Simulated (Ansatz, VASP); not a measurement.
**One calculation of MgO, two programs**

```
Mg O
1.0
     0.00000    2.30628    2.30628
     2.30628    0.00000    2.30628
     2.30628    2.30628    0.00000
Mg O
1 1
Direct
  0.00000 0.00000 0.00000
  0.25000 0.25000 0.25000
```

Change from the starting cell: species swapped into the CdTe type (F-43m, No. 216).

Alike in both runs: functional PBE; k mesh 8 × 8 × 8; occupations gaussian, width 0.02 eV; no spin polarisation.

Ansatz relaxed the structure, and its values are those at the end. VASP's run is a single point on that final structure, the one shown.

|  | VASP | Ansatz |
| --- | --- | --- |
| version | VASP 6.6.1 | Ansatz 0.2.0 |
| potentials or method | VASP PAW PBE potentials, release 64 (Mg, O), cutoff 520 eV | scalar-relativistic, plane waves, PAW |
| valence electrons in the cell | 8 | 16 |

|  | VASP | Ansatz | Ansatz less VASP |
| --- | --- | --- | --- |
| gap on the k mesh at the Fermi level (eV) | 3.46 | 3.48 | +0.017 |
| least direct gap on the mesh (eV) | 3.46 | 3.48 | +0.017 |
| pressure (GPa) | -0.4 | 0.0 | +0.40 |

VASP's potentials hold 8 valence electrons a cell and Ansatz's 16, so a difference there can come from the potentials and not from the codes.
